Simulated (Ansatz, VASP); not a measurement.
AlFe3: VASP beside Ansatz

```xyz
4
Lattice="0.0000 2.8308 2.8308 2.8308 0.0000 2.8308 2.8308 2.8308 0.0000" Properties=species:S:1:pos:R:3 pbc="T T T"
Al    0.0000    0.0000    0.0000
Fe    2.8308    2.8308    2.8308
Fe    1.4154    1.4154    1.4154
Fe    4.2462    4.2462    4.2462
```

Alike in both runs: functional PBEsol; k mesh 12 × 12 × 12; occupations gaussian, width 0.1 eV; collinear spin.

Ansatz relaxed the structure, and its values are those at the end. VASP's run is a single point on that final structure, the one shown.

|  | VASP | Ansatz |
| --- | --- | --- |
| version | VASP 6.6.1 | Ansatz 0.2.0 |
| potentials or method | VASP PAW PBE potentials, release 64 (Al, Fe), cutoff 520 eV | scalar-relativistic, plane waves, PAW |
| valence electrons in the cell | 27 | 51 |

```tsv
	VASP	Ansatz	Ansatz less VASP
gap on the k mesh at the Fermi level (eV)	none	none	-
pressure (GPa)	0.1	0.0	-0.15
net moment per atom (μB)	1.45	1.44	-0.004
size of the moment on the site where the two differ most (μB)	2.31	2.34	+0.031
```

VASP's potentials were made for PBE, not for PBEsol. Site moments also hang on the region over which each program counts them. A gap of «none» marks a metal or a gap that the smearing closes. VASP's potentials hold 27 valence electrons a cell and Ansatz's 51, so a difference there can come from the potentials and not from the codes.
